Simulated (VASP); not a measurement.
**Zn: single point with r2SCAN**

The system is Zn.

```
CELL_PARAMETERS angstrom
3.20089 1.84803 5.45880
-3.20089 1.84803 5.45880
0.00000 -3.69607 5.45880
ATOMIC_POSITIONS crystal
Zn 0.01019 0.65361 0.01019
Zn 0.01019 0.01019 0.65361
Zn 0.65361 0.01019 0.01019
Zn 0.98981 0.34639 0.98981
Zn 0.34639 0.98981 0.98981
Zn 0.98981 0.98981 0.34639
Zn 0.22118 0.63060 0.22118
Zn 0.22118 0.22118 0.63060
Zn 0.63060 0.22118 0.22118
Zn 0.77882 0.36940 0.77882
Zn 0.36940 0.77882 0.77882
Zn 0.77882 0.77882 0.36940
```

```
Program             : VASP 6.6.1
Task                : single point
Functional          : r2SCAN
Potentials or basis : VASP PAW PBE potentials, release 64 (Zn)
Cutoff              : 520 eV
k mesh              : 3 × 3 × 3
Occupations         : gaussian, width 0.1 eV
Spin                : no spin polarisation
```

The pressure is 25.4 GPa, the largest force is 3.508 eV/Å and the band gap on the k mesh is zero (band 72 reaches 2.54 eV, above the bottom of band 73 at 1.58 eV).

Forces on the atoms (eV/Å):
```
Zn   1.172 -0.676 -0.569
Zn   0.000  1.353 -0.569
Zn  -1.172 -0.676 -0.569
Zn  -1.172  0.676  0.569
Zn   1.172  0.676  0.569
Zn   0.000 -1.353  0.569
Zn   2.986 -1.724  0.647
Zn   0.000  3.447  0.647
Zn  -2.986 -1.724  0.647
Zn  -2.986  1.724 -0.647
Zn   2.986  1.724 -0.647
Zn   0.000 -3.447 -0.647
```

Stress tensor (GPa, compression positive):
```
22.15  0.00  0.00
 0.00 22.15  0.00
 0.00  0.00 31.89
```

Levels at points of the mesh, in eV from the Fermi level:
```
           k point  band 70  band 71  band 72  band 73  band 74  band 75
(0.00, 0.00, 0.00)    -3.13    -2.76    -1.99    -0.86    -0.86     1.78
```

It took 11 min on 1 thread of AMD EPYC 7R43 64-Core Processor (Zen 3) (shared host), peak memory 0.35 GiB.

Caveat: the k points lie up to 0.40 Å⁻¹ apart; the PAW data sets were made with another functional, which shifts forces and pressure a little.
